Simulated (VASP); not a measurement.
A run of VASP 6.6.1:

POSCAR

```
Cu
1.0
    0.0000000000      1.8075000000      1.8075000000
    1.8075000000      0.0000000000      1.8075000000
    1.8075000000      1.8075000000      0.0000000000
Cu
1
Direct
    0.0000000000      0.0000000000      0.0000000000
```

INCAR.step1

```
SYSTEM = Cu
PREC = Accurate ; ENCUT = 520
ISMEAR = 0 ; SIGMA = 0.1
LREAL = .False. ; LASPH = .True.
NELM = 80 ; NBANDS = 12
GGA = PE ; ALGO = Normal
EDIFF = 1E-4 ; LWAVE = .True.
LCHARG = .False.
```

File INCAR.step2:

```
SYSTEM = Cu
PREC = Accurate ; ENCUT = 520
EDIFF = 1E-6 ; ISMEAR = 0
SIGMA = 0.1 ; LREAL = .False.
LASPH = .True. ; NELM = 80
ALGO = Normal ; ISIF = 2
LWAVE = .False. ; LCHARG = .False.
METAGGA = R2SCAN ; LMIXTAU = .True.
NBANDS = 12 ; ISTART = 1
```

File KPOINTS:

```
regular mesh
0
Gamma
  8 8 8
  0 0 0
```

Potentials or basis: VASP PAW PBE potentials, release 64 (Cu).

Launch:

```sh
$ cat potpaw_PBE.64/Cu/POTCAR > POTCAR
$ cp INCAR.step1 INCAR
$ mpirun -np 1 vasp_std > vasp.out
$ cp INCAR.step2 INCAR
$ mpirun -np 1 vasp_std > vasp.out
```

Hardware: 1 thread of Intel(R) Xeon(R) Platinum 8488C (Sapphire Rapids) (shared host).

How long does it take, and how much memory?

It took 17 s on 1 thread of Intel(R) Xeon(R) Platinum 8488C (Sapphire Rapids), on a shared host, peak memory 0.12 GiB. Counts: k points 29.
